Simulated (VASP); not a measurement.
# AgCl (P4/mmm) in VASP: a series of runs, part 2 of 2

VASP 6.6.1. Earlier steps stand in the parts before.

## 3. Single point, PBE (epitaxial xy strain -5.0%)

Contents of INCAR:

```
SYSTEM = AgCl
  PREC = Accurate
  ENCUT = 520
  EDIFF = 1E-6
  ISMEAR = -1
  SIGMA = 0.02
  LREAL = .False.
  LASPH = .True.
  NELM = 100
  ALGO = Normal
  ISIF = 2
  LWAVE = .False.
  LCHARG = .False.
  GGA = PE
  NBANDS = 16
```

Contents of KPOINTS:

```
regular mesh
0
Gamma
  8 8 8
  0 0 0
```

Contents of POSCAR:

```
AgCl
1.0
    3.2254690775      0.0000000000      0.0000000000
    0.0000000000      3.2254690775      0.0000000000
    0.0000000000      0.0000000000      3.5518032843
Ag Cl
1 1
Direct
    0.0000000000      0.0000000000      0.0000000000
    0.5000000000      0.5000000000      0.5000000000
```

Potentials or basis: VASP PAW PBE potentials, release 64 (Ag, Cl).

On the command line:

```bash
$ cat potpaw_PBE.64/Ag/POTCAR potpaw_PBE.64/Cl/POTCAR > POTCAR
$ mpirun -np 1 vasp_std > vasp.out
```

OUTCAR:

```text
SYSTEM = AgCl
   PREC = Accurate
   ENCUT = 520
   EDIFF = 1E-6
   ISMEAR = -1
   LREAL = .False.
   LASPH = .True.
   NELM = 100
   ISIF = 2
   GGA = PE

 ion  position               nearest neighbor table
   1  0.000  0.000  0.000-   2 2.89   2 2.89   2 2.89   2 2.89   2 2.89   2 2.89   2 2.89   2 2.89

   2  0.500  0.500  0.500-   1 2.89   1 2.89   1 2.89   1 2.89   1 2.89   1 2.89   1 2.89   1 2.89

  LATTYP: Found a simple tetragonal cell.
 ALAT       =     3.2254690775
 C/A-ratio  =     1.1011741855

  Lattice vectors:

 A1 = (   3.2254690775,   0.0000000000,   0.0000000000)
 A2 = (   0.0000000000,   3.2254690775,   0.0000000000)
 A3 = (   0.0000000000,   0.0000000000,   3.5518032843)

Analysis of symmetry for initial positions (statically):
=====================================================================
 Subroutine PRICEL returns:
 Original cell was already a primitive cell.

 Routine SETGRP: Setting up the symmetry group for a
 simple tetragonal supercell.

 Subroutine GETGRP returns: Found 16 space group operations
 (whereof 16 operations were pure point group operations)
 out of a pool of 16 trial point group operations.

The static configuration has the point symmetry D_4h.

Analysis of symmetry for dynamics (positions and initial velocities):
=====================================================================
 Subroutine PRICEL returns:
 Original cell was already a primitive cell.

 Routine SETGRP: Setting up the symmetry group for a
 simple tetragonal supercell.

 Subroutine GETGRP returns: Found 16 space group operations
 (whereof 16 operations were pure point group operations)
 out of a pool of 16 trial point group operations.

The dynamic configuration has the point symmetry D_4h.

 Subroutine INISYM returns: Found 16 space group operations
 (whereof 16 operations are pure point group operations),
 and found     1 'primitive' translations

----------------------------------------------------------------------------------------
[... 113 lines left out ...]
     AMIX_MAG =   1.60;   BMIX_MAG =  1.00
  volume/ion in A,a.u.               =      18.48       124.68
  Fermi-wavevector in a.u.,A,eV,Ry     =   1.288113  2.434181 22.575279  1.659236
  Thomas-Fermi vector in A             =   2.420087
   LORBIT       =      0    0 simple, 1 ext, 2 COOP (PROOUT), +10 PAW based schemes
   GGA     = PE    functional components
   LHFCALC =     F    Hartree Fock is set to
   AEXX    =    0.0000 exact exchange contribution
   IVDW    =     0    specifies the selected vdW correction
   LEPSILON=     F    determine dielectric tensor
   LRPA    =     F    only Hartree local field effects (RPA)
 non-spin polarized calculation
  energy-cutoff  :      520.00
  volume of cell :       36.95
 maximum number of plane-waves:      1024
 NGX is ok and might be reduce to    24
   NGX = 11   NGY = 11   NGZ = 13

 number of electron      17.9999993 magnetization

 Free energy of the ion-electron system (eV)
  ---------------------------------------------------
  ext. energy  EPLUGINS =         0.00000000
  ---------------------------------------------------
  free energy    TOTEN  =        -5.03381471 eV

  energy without entropy =       -5.03381469  energy(sigma->0) =       -5.03381470

 E-fermi :   5.4086     XC(G=0): -10.8799

 val. band max:        5.1678449164   @ k =   0.0000   0.0000   0.5000
 cond. band min:       5.6331733782   @ k =   0.0000   0.0000   0.0000
 fundamental gap:      0.4653284618
 Fermi energy:         5.4086284245

 k-point     1 :       0.0000    0.0000    0.0000
  band No.  band energies     occupation
      1     -10.0869      2.00000
      2       1.8161      2.00000
      3       1.9450      2.00000
      4       2.6530      2.00000
      5       3.0286      2.00000
      6       3.0286      2.00000
[... 433 lines left out ...]
      3       1.3269      2.00000
      4       2.1354      2.00000
      5       2.2695      2.00000
      6       2.9739      2.00000
[... 8 lines left out ...]
     15      19.8244      0.00000
     16      22.1963      0.00000

 [... further k-points ...]

------------------------ aborting loop because EDIFF is reached ----------------------------------------

  FORCE on cell =-STRESS in cart. coord.  units (eV):
  Direction    XX          YY          ZZ          XY          YZ          ZX
  --------------------------------------------------------------------------------------
  -------------------------------------------------------------------------------------
  Total        1.5922600      1.5922600      0.4413786      0.0000000      0.0000000      0.0000000
  in kB       69.0382676     69.0382676     19.1375887      0.0000000      0.0000000      0.0000000
  external PRESSURE =      52.4047080 kB  Pullay stress =       0.0000000 kB

 VOLUME and BASIS-vectors are now :
 -----------------------------------------------------------------------------
  energy-cutoff  :      520.00
  volume of cell :       36.95
      direct lattice vectors                 reciprocal lattice vectors
     3.225469078  0.000000000  0.000000000     0.310032425  0.000000000  0.000000000
     0.000000000  3.225469078  0.000000000     0.000000000  0.310032425  0.000000000
     0.000000000  0.000000000  3.551803284     0.000000000  0.000000000  0.281547124

 POSITION                                       TOTAL-FORCE (eV/Angst)
 -----------------------------------------------------------------------------------
      0.00000      0.00000      0.00000         0.000000      0.000000      0.000000
      1.61273      1.61273      1.77590         0.000000      0.000000      0.000000
 -----------------------------------------------------------------------------------
    total drift:                                0.000000      0.000000     -0.000000

  FREE ENERGIE OF THE ION-ELECTRON SYSTEM (eV)
  ---------------------------------------------------
  free  energy   TOTEN  =        -5.0338147121 eV

  energy  without entropy=       -5.0338146856  energy(sigma->0) =       -5.03381470
```

stdout:

```text
POSCAR found type information on POSCAR AgCl
 POSCAR found :  2 types and       2 ions
 scaLAPACK will be used
 LDA part: xc-table for (Slater+PW92), standard interpolation
 POSCAR, INCAR and KPOINTS ok, starting setup
 FFT: planning ... GRIDC
 FFT: planning ... GRID_SOFT
 FFT: planning ... GRID
 WAVECAR not read
 entering main loop
```

Run time: 33 s. Hardware: 1 thread of Intel Xeon 8259CL, shared host; peak memory 0.17 GiB.

Results:

| Property | Result |
| --- | --- |
| Free energy | -5.0338 eV |
| Pressure | 5.2 GPa |
| Band gap on the k mesh | 0.47 eV (least direct gap 1.99 eV) |

Stress tensor (GPa, compression positive):
```
6.90 0.00 0.00
0.00 6.90 0.00
0.00 0.00 1.91
```

Caveat: the cell differs from its parent crystal (epitaxial xy strain -5.0%); the cell stands under pressure.

## 4. Single point, r2SCAN (epitaxial xy strain -5.0%)

POSCAR is that of step 3.

Contents of INCAR.step1:

```
SYSTEM = AgCl
ALGO = Normal
EDIFF = 1E-4
ENCUT = 520
GGA = PE
ISMEAR = 0
LASPH = .TRUE.
LCHARG = .FALSE.
LREAL = .FALSE.
LWAVE = .TRUE.
NBANDS = 16
NELM = 100
PREC = Accurate
SIGMA = 0.01
```

Contents of INCAR.step2:

```
SYSTEM = AgCl
ALGO = Normal
EDIFF = 1E-7
ENCUT = 520
ISIF = 2
ISMEAR = 0
ISTART = 1
LASPH = .TRUE.
LCHARG = .FALSE.
LMIXTAU = .TRUE.
LREAL = .FALSE.
LWAVE = .FALSE.
METAGGA = R2SCAN
NBANDS = 16
NELM = 100
PREC = Accurate
SIGMA = 0.01
```

Contents of KPOINTS:

```
k-points
0
G
  8 8 8
  0 0 0
```

On the command line:

```bash
$ cat potpaw_PBE.64/Ag/POTCAR potpaw_PBE.64/Cl/POTCAR > POTCAR
$ cp INCAR.step1 INCAR
$ mpirun -np 1 vasp_std > vasp.out
$ cp INCAR.step2 INCAR
$ mpirun -np 1 vasp_std > vasp.out
```

It took 2.3 min on 1 thread of Intel Xeon 8259CL, shared host; peak memory 0.18 GiB.

It converged, with:

- Free energy: -28.3325 eV
- Pressure: 3.8 GPa
- Band gap on the k mesh: 1.07 eV (least direct gap 2.65 eV)

Stress tensor (GPa, compression positive):
```
 5.70  0.00  0.00
 0.00  5.70  0.00
 0.00  0.00 -0.03
```

Levels at points of the mesh, in eV from the valence-band top:
| k point | band 7 | band 8 | band 9 | band 10 | band 11 | band 12 |
| --- | --- | --- | --- | --- | --- | --- |
| (0.00, 0.00, 0.00) | -2.03 | -1.58 | -1.58 | 1.07 | 9.60 | 10.12 |
| (0.50, 0.00, 0.00) | -1.54 | -0.17 | -0.05 | 5.24 | 6.53 | 9.34 |
| (0.50, 0.50, 0.00) | -2.60 | -1.64 | -1.60 | 3.75 | 9.53 | 9.53 |
| (0.00, 0.00, 0.50) | -1.99 | 0.00 | 0.00 | 6.06 | 6.15 | 9.75 |
| (0.50, 0.00, 0.50) | -2.30 | -1.81 | -0.93 | 2.89 | 9.58 | 10.79 |
| (0.50, 0.50, 0.50) | -0.39 | -0.39 | -0.17 | 4.96 | 4.96 | 5.15 |

Caveat: the cell differs from its parent crystal (epitaxial xy strain -5.0%); the cell stands under pressure; the PAW data sets were made with another functional, which shifts forces and pressure a little.

## 5. Summary

```csv
level,k mesh,smearing,grid for exact exchange (PRECFOCK),share of exact exchange,screening parameter,gap on the mesh (eV),pressure (GPa)
HSE06,6 × 6 × 6,gaussian 0.01 eV,Normal,0.25,0.2079 1/Å,1.86,4.8
PBE,8 × 8 × 8,fermi-dirac 0.02 eV,-,-,-,0.47,5.2
r2SCAN,8 × 8 × 8,gaussian 0.01 eV,-,-,-,1.07,3.8
```

Alike in all rows: task single point; potentials or basis VASP PAW PBE potentials, release 64 (Ag, Cl); no spin polarisation; cell as given; cutoff (eV) 520.

Caveats: the cell stands under pressure; the PAW data sets were made with another functional, which shifts forces and pressure a little (at least some runs).

Total energies depend on the potentials used, so only differences within one code and one set of settings carry meaning.
